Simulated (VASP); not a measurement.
# SrTiO3 (P1) in VASP: notebook

SrTiO3 is run at these levels: PBE; tasks: single point.

Program: VASP 6.6.1. These are calculated values, not measurements. Logs are shortened: lines on timing, memory, paths and dates and some standing lists are left out, and cuts for length are marked.

## (1) The cell of the first run

The typed cell holds 20 atoms: a = 5.522 Å, b = 5.522 Å, c = 7.845 Å, α = 90.00°, β = 90.00°, γ = 90.00°.

## (2) Single point, PBE

The input, INCAR:

```
PREC = Accurate ; ENCUT = 520
EDIFF = 1E-7 ; ISMEAR = -1
SIGMA = 0.24 ; LREAL = Auto
LASPH = True ; NELM = 100
ALGO = Normal ; ISIF = 2
LWAVE = False ; LCHARG = False
GGA = PE ; NBANDS = 96
```

The input, KPOINTS:

```
Automatic mesh
0
Gamma
  3 3 2
```

The input, POSCAR:

```
SrTiO3
1.0
    5.5223300000      0.0000000000      0.0000000000
    0.0000000000      5.5223300000      0.0000000000
    0.0000000000      0.0000000000      7.8452640000
Sr Ti O
4 4 12
Direct
   -0.0491459221      0.4794172025      0.2463142094
    0.4787290872     -0.0218567163      0.2546377024
    0.5165392144     -0.0498340374      0.7488721858
   -0.0358906476      0.4859542983      0.7475975315
    0.0391139247      0.0042554501      0.0055702396
   -0.0060119551      0.0126758089      0.5053494694
    0.4995355221      0.4383837981      0.5024560040
    0.4806304585      0.4797793685      0.0061438340
    0.7673572568      0.2988231417      0.5226337826
    0.2814391751      0.2261907564      0.0459257968
    0.2197442022      0.2243980349      0.5142847965
    0.7648945282      0.2734171989     -0.0079410967
   -0.0033681435      0.0374660696      0.7574506097
    0.0292086855      0.0111366036      0.2449630758
    0.2520856233      0.7235713911      0.0561995109
    0.7413899568      0.7874393598      0.4996390179
    0.7941394303      0.7898658718      0.0314202301
    0.1861170919      0.7288771225      0.4637320044
    0.5034106980      0.4044850634      0.2872688542
    0.4221044378      0.5516330969      0.7909230333
```

Potentials or basis: VASP PAW PBE potentials, release 64 (Sr_sv, Ti_sv, O).

The run is started by

```
> cat potpaw_PBE.64/Sr_sv/POTCAR potpaw_PBE.64/Ti_sv/POTCAR potpaw_PBE.64/O/POTCAR > POTCAR
> mpirun -np 1 vasp_std > vasp.out
```

OUTCAR:

```text
PREC = Accurate
   ENCUT = 520
   EDIFF = 1E-7
   ISMEAR = -1
   LREAL = Auto
   LASPH = True
   NELM = 100
   ISIF = 2
   GGA = PE

 ion  position               nearest neighbor table
   1  0.951  0.479  0.246-  12 2.52  19 2.53  18 2.55  17 2.56   9 2.59  15 2.61  14 2.62  10 2.79
                            16 2.86  11 2.93  14 2.97  19 3.10   8 3.21   7 3.21   5 3.27   6 3.29
   2  0.479  0.978  0.255-  19 2.37  10 2.40  15 2.44  14 2.49  16 2.63  17 2.68  18 2.68  11 2.84
                            14 3.05  12 3.07   5 3.12   9 3.18  19 3.18   7 3.20   6 3.33   8 3.37
   3  0.517  0.950  0.749-  20 2.29  16 2.48  13 2.70  17 2.84  11 2.89  13 2.91  12 2.95   9 2.96
                            10 3.07  15 3.08  18 3.13   6 3.27   8 3.30   7 3.32   5 3.33  20 3.38
   4  0.964  0.486  0.748-   9 2.32  13 2.48  12 2.50  20 2.58  11 2.73  16 2.84  18 2.87  17 2.94
                            20 3.03  13 3.05  15 3.18   7 3.22   6 3.24  10 3.26   8 3.35   5 3.37
   5  0.039  0.004  0.006-  17 1.81  10 1.84  14 1.88  13 1.97  15 1.99  12 2.12   2 3.12   1 3.27
                             3 3.33   4 3.37   1 3.49   4 3.53   3 3.53   2 3.66
   6  0.994  0.013  0.505-  11 1.71  16 1.87  18 1.92  13 1.98   9 2.02  14 2.05   4 3.24   3 3.27
                             1 3.29   2 3.33   2 3.46   3 3.48   4 3.48   1 3.59
   7  0.500  0.438  0.502-   9 1.68  19 1.70  11 1.95  16 2.35  18 2.38  20 2.39   2 3.20   1 3.21
                             4 3.22   3 3.32   3 3.43   4 3.54   2 3.56   1 3.64
   8  0.481  0.480  0.006-  20 1.76  10 1.81  15 1.89  12 1.94  19 2.25  17 2.44   1 3.21   3 3.30
                             4 3.35   2 3.37   2 3.39   1 3.48   4 3.50   3 3.56
   9  0.767  0.299  0.523-   7 1.68   6 2.02   4 2.32   1 2.59   3 2.96   2 3.18
  10  0.281  0.226  0.046-   8 1.81   5 1.84   2 2.40   1 2.79   3 3.07   4 3.26
  11  0.220  0.224  0.514-   6 1.71   7 1.95   4 2.73   2 2.84   3 2.89   1 2.93
  12  0.765  0.273  0.992-   8 1.94   5 2.12   4 2.50   1 2.52   3 2.95   2 3.07
  13  0.997  0.037  0.757-   5 1.97   6 1.98   4 2.48   3 2.70   3 2.91   4 3.05
  14  0.029  0.011  0.245-   5 1.88   6 2.05   2 2.49   1 2.62   1 2.97   2 3.05
  15  0.252  0.724  0.056-   8 1.89   5 1.99   2 2.44   1 2.61   3 3.08   4 3.18
  16  0.741  0.787  0.500-   6 1.87   7 2.35   3 2.48   2 2.63   4 2.84   1 2.86
  17  0.794  0.790  0.031-   5 1.81   8 2.44   1 2.56   2 2.68   3 2.84   4 2.94
  18  0.186  0.729  0.464-   6 1.92   7 2.38   1 2.55   2 2.68   4 2.87   3 3.13
  19  0.503  0.404  0.287-   7 1.70   8 2.25   2 2.37   1 2.53   1 3.10   2 3.18
  20  0.422  0.552  0.791-   8 1.76   3 2.29   7 2.39   4 2.58   4 3.03   3 3.38

  LATTYP: Found a simple tetragonal cell.
 ALAT       =     5.5223300000
 C/A-ratio  =     1.4206438224

  Lattice vectors:

 A1 = (   5.5223300000,   0.0000000000,   0.0000000000)
 A2 = (   0.0000000000,   5.5223300000,   0.0000000000)
 A3 = (   0.0000000000,   0.0000000000,   7.8452640000)

Analysis of symmetry for initial positions (statically):
=====================================================================
 Subroutine PRICEL returns:
 Original cell was already a primitive cell.

 Routine SETGRP: Setting up the symmetry group for a
 simple tetragonal supercell.

 Subroutine GETGRP returns: Found  1 space group operations
 (whereof  1 operations were pure point group operations)
 out of a pool of 16 trial point group operations.

The static configuration has the point symmetry C_1 .

Analysis of symmetry for dynamics (positions and initial velocities):
=====================================================================
 Subroutine PRICEL returns:
 Original cell was already a primitive cell.

 Routine SETGRP: Setting up the symmetry group for a
 simple tetragonal supercell.

 Subroutine GETGRP returns: Found  1 space group operations
 (whereof  1 operations were pure point group operations)
 out of a pool of 16 trial point group operations.

The dynamic configuration has the point symmetry C_1 .

 Subroutine INISYM returns: Found  1 space group operations
 (whereof  1 operations are pure point group operations),
 and found     1 'primitive' translations

----------------------------------------------------------------------------------------

                                     Primitive cell

  volume of cell :     239.2502

  direct lattice vectors                    reciprocal lattice vectors
     5.522330000  0.000000000  0.000000000     0.181082985  0.000000000  0.000000000
     0.000000000  5.522330000  0.000000000     0.000000000  0.181082985  0.000000000
     0.000000000  0.000000000  7.845264000     0.000000000  0.000000000  0.127465436

  length of vectors
     5.522330000  5.522330000  7.845264000     0.181082985  0.181082985  0.127465436

  position of ions in fractional coordinates (direct lattice)
     0.950854078  0.479417203  0.246314209
     0.478729087  0.978143284  0.254637702
     0.516539214  0.950165963  0.748872186
     0.964109352  0.485954298  0.747597531
     0.039113925  0.004255450  0.005570240
     0.993988045  0.012675809  0.505349469
[... 12 lines left out ...]
     0.503410698  0.404485063  0.287268854
     0.422104438  0.551633097  0.790923033

  ion indices of the primitive-cell ions
   primitive index   ion index
                 1           1
                 2           2
                 3           3
                 4           4
                 5           5
                 6           6
[... 12 lines left out ...]
                19          19
                20          20

----------------------------------------------------------------------------------------

 KPOINTS: Automatic mesh

Automatic generation of k-mesh.
 Grid dimensions read from file:
 generate k-points for:    3    3    2

 Generating k-lattice:

  Cartesian coordinates                     Fractional coordinates (reciprocal lattice)
     0.060360995  0.000000000  0.000000000     0.333333333  0.000000000  0.000000000
     0.000000000  0.060360995  0.000000000     0.000000000  0.333333333  0.000000000
     0.000000000  0.000000000  0.063732718     0.000000000  0.000000000  0.500000000

  Length of vectors
     0.060360995  0.060360995  0.063732718

  Shift w.r.t. Gamma in fractional coordinates (k-lattice)
     0.000000000  0.000000000  0.000000000

 Subroutine IBZKPT returns following result:
 ===========================================

 Found     10 irreducible k-points:

 Following reciprocal coordinates:
            Coordinates               Weight
  0.000000  0.000000  0.000000      1.000000
  0.333333  0.000000  0.000000      2.000000
  0.000000  0.333333  0.000000      2.000000
  0.333333  0.333333  0.000000      2.000000
 -0.333333  0.333333  0.000000      2.000000
  0.000000  0.000000  0.500000      1.000000
  0.333333  0.000000  0.500000      2.000000
  0.000000  0.333333  0.500000      2.000000
  0.333333  0.333333  0.500000      2.000000
 -0.333333  0.333333  0.500000      2.000000
   k-points           NKPTS =     10   k-points in BZ     NKDIM =     10   number of bands    NBANDS=     96
   number of dos      NEDOS =    301   number of ions     NIONS =     20
   total plane-waves  NPLWV = 105840
   dimension x,y,z NGX =    42 NGY =   42 NGZ =   60
   dimension x,y,z NGXF=    84 NGYF=   84 NGZF=  120
   ions per type =               4   4  12
   NGX,Y,Z   is equivalent  to a cutoff of  12.64, 12.64, 12.71 a.u.
   NGXF,Y,Z  is equivalent  to a cutoff of  25.29, 25.29, 25.43 a.u.
 SYSTEM =  unknown system
   PREC   = accura    normal or accurate (medium, high low for compatibility)
   ISTART =      0    job   : 0-new  1-cont  2-samecut
   ICHARG =      2    charge: 1-file 2-atom 10-const
   ISPIN  =      1    spin polarized calculation?
   LNONCOLLINEAR =      F non collinear calculations
   LSORBIT =      F    spin-orbit coupling
   LASPH  =      T    aspherical Exc in radial PAW
   ENCUT  =  520.0 eV  38.22 Ry    6.18 a.u.  10.27 10.27 14.59*2*pi/ulx,y,z
   NELM   =    100;   NELMIN=  2; NELMDL= -5     # of ELM steps
   EDIFF  = 0.1E-06   stopping-criterion for ELM
   LREAL  =      T    real-space projection
   EDIFFG = 0.1E-05   stopping-criterion for IOM
   NSW    =      0    number of steps for IOM
   IBRION =     -1    ionic relax: 0-MD 1-quasi-New 2-CG
   NFREE  =      0    steps in history (QN), initial steepest desc. (CG)
   ISIF   =      2    stress and relaxation
   ISYM   =      2    0-nonsym 1-usesym 2-fastsym
   POTIM  = 0.5000    time-step for ionic-motion
   TEBEG  =    0.0;   TEEND  =   0.0 temperature during run
   PSTRESS=    0.0 pullay stress
   NELECT =     160.0000    total number of electrons
   NUPDOWN=      -1.0000    fix difference up-down
   EMIN   =  10.00;   EMAX   =-10.00  energy-range for DOS
   EFERMI =   0.00;   METHOD = LEGACY
   ISMEAR =    -1;   SIGMA  =   0.24  broadening in eV -4-tet -1-fermi 0-gaus
   EFERMI_NEDOS =   21; number of points for ismear=-14 and -15
   IALGO  =     38    algorithm
   IMIX   =      4    mixing-type and parameters
     AMIX     =   0.40;   BMIX     =  1.00
     AMIX_MAG =   1.60;   BMIX_MAG =  1.00
  volume/ion in A,a.u.               =      11.96        80.73
  Fermi-wavevector in a.u.,A,eV,Ry     =   1.431630  2.705388 27.886010  2.049564
  Thomas-Fermi vector in A             =   2.551345
   LORBIT       =      0    0 simple, 1 ext, 2 COOP (PROOUT), +10 PAW based schemes
   GGA     = PE    functional components
   LHFCALC =     F    Hartree Fock is set to
   AEXX    =    0.0000 exact exchange contribution
   IVDW    =     0    specifies the selected vdW correction
   LEPSILON=     F    determine dielectric tensor
   LRPA    =     F    only Hartree local field effects (RPA)
 non-spin polarized calculation
  energy-cutoff  :      520.00
  volume of cell :      239.25
 maximum number of plane-waves:      6473
 NGX is ok and might be reduce to    42
   NGX = 21   NGY = 21   NGZ = 29

 number of electron     160.0000007 magnetization

 Free energy of the ion-electron system (eV)
  ---------------------------------------------------
  ext. energy  EPLUGINS =         0.00000000
  ---------------------------------------------------
  free energy    TOTEN  =      -153.96747654 eV

  energy without entropy =     -153.88729746  energy(sigma->0) =     -153.92738700

 E-fermi :   5.5851     XC(G=0): -11.1839

 val. band max:        4.5187589419   @ k =   0.0000   0.0000   0.0000
 cond. band min:       6.6245319472   @ k =   0.0000   0.0000   0.0000
 fundamental gap:      2.1057730053
 Fermi energy:         5.5850891771

 k-point     1 :       0.0000    0.0000    0.0000
  band No.  band energies     occupation
      1     -52.3871      2.00000
      2     -52.1727      2.00000
      3     -51.8679      2.00000
      4     -51.8601      2.00000
      5     -29.0943      2.00000
      6     -28.9595      2.00000
[... 84 lines left out ...]
     91       8.6792      0.00001
     92       8.7180      0.00000

 k-point     2 :       0.3333    0.0000    0.0000
  band No.  band energies     occupation
      1     -52.3871      2.00000
      2     -52.1726      2.00000
      3     -51.8679      2.00000
      4     -51.8601      2.00000
      5     -29.0937      2.00000
      6     -28.9644      2.00000
[... 749 lines left out ...]
     91       8.3682      0.00002
     92       8.4233      0.00001

 k-point    10 :      -0.3333    0.3333    0.5000
  band No.  band energies     occupation
      1     -52.3871      2.00000
      2     -52.1726      2.00000
      3     -51.8678      2.00000
      4     -51.8601      2.00000
      5     -29.0929      2.00000
      6     -28.9651      2.00000
[... 84 lines left out ...]
     91       8.4162      0.00002
     92       8.5746      0.00001
 [bands above 92 left out]

------------------------ aborting loop because EDIFF is reached ----------------------------------------

  FORCE on cell =-STRESS in cart. coord.  units (eV):
  Direction    XX          YY          ZZ          XY          YZ          ZX
  --------------------------------------------------------------------------------------
  -------------------------------------------------------------------------------------
  Total       28.5366204     25.5460373     23.6919229      5.5137553      0.2025524      2.9634685
  in kB      191.1000703    171.0731495    158.6567744     36.9237494      1.3564248     19.8453440
  external PRESSURE =     173.6099981 kB  Pullay stress =       0.0000000 kB

 VOLUME and BASIS-vectors are now :
 -----------------------------------------------------------------------------
  energy-cutoff  :      520.00
  volume of cell :      239.25
      direct lattice vectors                 reciprocal lattice vectors
     5.522330000  0.000000000  0.000000000     0.181082985  0.000000000  0.000000000
     0.000000000  5.522330000  0.000000000     0.000000000  0.181082985  0.000000000
     0.000000000  0.000000000  7.845264000     0.000000000  0.000000000  0.127465436

 POSITION                                       TOTAL-FORCE (eV/Angst)
 -----------------------------------------------------------------------------------
      5.25093      2.64750      1.93240         1.500992      1.015303      0.227076
      2.64370      5.40163      1.99770         0.716332     -1.403480      0.532795
      2.85250      5.24713      5.87510         0.041832      1.234146      0.444316
      5.32413      2.68360      5.86510         1.285349      1.290659      0.803071
      0.21600      0.02350      0.04370        -2.742384     -1.543285      0.558892
      5.48913      0.07000      3.96460        -0.457370     -5.349200     -1.652780
[... 12 lines left out ...]
      2.78000      2.23370      2.25370         0.317744      1.779335     -2.477699
      2.33100      3.04630      6.20500         0.788003     -1.416340     -3.190381
 -----------------------------------------------------------------------------------
    total drift:                                0.009734      0.009614      0.002080

  FREE ENERGIE OF THE ION-ELECTRON SYSTEM (eV)
  ---------------------------------------------------
  free  energy   TOTEN  =      -153.9674765395 eV

  energy  without entropy=     -153.8872974607  energy(sigma->0) =     -153.92738700
```

It took 8.6 min on 1 thread of Intel Xeon Platinum 8488C (Sapphire Rapids), shared host; peak memory 0.4 GiB.

Results:

| Quantity | Value |
| --- | --- |
| Free energy | -153.9675 eV |
| Pressure | 17.4 GPa |
| Largest force | 7.238 eV/Å |
| Band gap on the k mesh | 2.11 eV |

Forces in eV/Å, atoms in the order of the input:
```
Sr   1.501  1.015  0.227
Sr   0.716 -1.403  0.533
Sr   0.042  1.234  0.444
Sr   1.285  1.291  0.803
Ti  -2.742 -1.543  0.559
Ti  -0.457 -5.349 -1.653
Ti  -5.299  4.910  0.448
Ti   1.185 -0.093  1.511
O    1.963 -2.553  0.893
O    0.601  0.940 -1.855
O    5.194  3.375  0.878
O   -0.368  0.754 -0.105
O    0.592 -1.216  0.289
O   -1.735  1.881  1.867
O    0.782  0.278 -0.579
O   -3.061 -1.416  0.714
O   -3.143 -2.276 -0.986
O    1.838 -0.191  1.680
O    0.318  1.779 -2.478
O    0.788 -1.416 -3.190
```

Caveat: the cell stands under pressure; the atoms stand as in a frame of molecular dynamics; forces of over 1 eV/Å act on the atoms, so gaps and moduli don't describe the material at rest. A k mesh can miss the band edges.

[end of part 1 of 3]
